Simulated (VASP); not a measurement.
Here is a VASP 6.6.1 calculation.

File INCAR:

```
SYSTEM = MnF2
ALGO = Normal
EDIFF = 1E-7
ENCUT = 520
GGA = PS
ISIF = 2
ISMEAR = -1
LASPH = .True.
LCHARG = .False.
LREAL = .False.
LWAVE = .False.
NBANDS = 36
NELM = 60
PREC = Accurate
SIGMA = 0.05
```

Contents of KPOINTS:

```
k-points
0
Gamma
  6 6 8
  0 0 0
```

File POSCAR:

```
MnF2
1.0
    4.8738000000      0.0000000000      0.0000000000
    0.0000000000      4.8738000000      0.0000000000
    0.0000000000      0.0000000000      3.3107000000
Mn F
2 4
Direct
    0.5000000000      0.5000000000      0.5000000000
    0.0000000000      0.0000000000      0.0000000000
    0.8053000000      0.1947000000      0.5000000000
    0.6947000000      0.6947000000      0.0000000000
    0.1947000000      0.8053000000      0.5000000000
    0.3053000000      0.3053000000      0.0000000000
```

Potentials or basis: VASP PAW PBE potentials, release 64 (Mn_pv, F).

Command:

```sh
$ cat potpaw_PBE.64/Mn_pv/POTCAR potpaw_PBE.64/F/POTCAR > POTCAR
$ mpirun -np 1 vasp_std > vasp.out
```

(1) Estimate the pressure.

(2) Estimate the band gap on the k mesh.

(3) Estimate the largest force.

## Answers

(1) -20.8 GPa.

(2) zero (band 27 reaches 3.14 eV, above the bottom of band 28 at 2.95 eV).

(3) 0.072 eV/Å.

Caveat: the PAW data sets were made with another functional, which shifts forces and pressure a little; the run has no spin polarisation, though such a crystal can be magnetic; semilocal functionals often make such compounds metallic where correlation or magnetic order opens a gap, which also shifts bond lengths.
